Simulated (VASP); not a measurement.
V, 2 atoms in the cell. It takes space group Im-3m (No. 229, cubic). Conventional cell: a = 2.959 Å, b = 2.959 Å, c = 2.959 Å, α = 90.00°, β = 90.00°, γ = 90.00°. V (site symmetry m-3m) has 14 V at 2.56 to 2.96 Å within 3.4 Å. 

- Program: VASP 6.6.1
- Task: single point
- Functional: PBEsol
- Potentials or basis: VASP PAW PBE potentials, release 64 (V_sv)
- Cutoff: 520 eV
- k mesh: 14 × 14 × 14
- Occupations: gaussian, width 0.1 eV
- Spin: no spin polarisation
- Dipole correction: no
- Further INCAR settings: ALGO = Fast; EDIFF = 1e-06; NBANDS = 20

Potentials or basis: VASP PAW PBE potentials, release 64 (V_sv).

The run is started by

```sh
$ cat potpaw_PBE.64/V_sv/POTCAR > POTCAR
$ mpirun -np 1 vasp_std > vasp.out
```

Hardware: 1 thread of Intel Xeon 8259CL, on a shared host.

Question: How long does it take, and how much memory?

Answer: Wall time 48 s on 1 thread of Intel Xeon 8259CL, on a shared host, peak memory 0.17 GiB. Counts: scf iterations 13, k points 120.
